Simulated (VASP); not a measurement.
The system is KTaO3.

```xyz
5
Lattice="3.9883 0.0000 0.0000 0.0000 3.9883 0.0000 0.0000 0.0000 3.9883" Properties=species:S:1:pos:R:3 pbc="T T T"
K     0.0000    0.0000    0.0000
Ta    1.9941    1.9941    1.9941
O     0.0000    1.9941    1.9941
O     1.9941    1.9941    0.0000
O     1.9941    0.0000    1.9941
```

Base run:

- Program: VASP 6.6.1
- Functional: r2SCAN
- Potentials or basis: VASP PAW PBE potentials, release 64 (K_sv, Ta_pv, O)
- Cutoff: 520 eV
- k mesh: 8 × 8 × 8, shifted
- Occupations: tetrahedron
- Spin: no spin polarisation

Its results: band gap on the k mesh 2.87 eV (least direct gap 3.60 eV); pressure 1.2 GPa.

Question: The run is repeated on the same cell with these changes: k mesh from 8 × 8 × 8, shifted to 8 × 8 × 8, through Γ; occupations from tetrahedron to gaussian, width 0.05 eV. What comes out?

Answer: Band gap on the k mesh 2.60 eV (least direct gap 3.25 eV); pressure 1.2 GPa.

Caveats: the PAW data sets were made with another functional, which shifts forces and pressure a little; spin-orbit coupling is left out, which moves the levels of the heavy elements; a shifted mesh leaves out Γ, where band edges can lie (at least some runs).

A k mesh can miss the band edges.
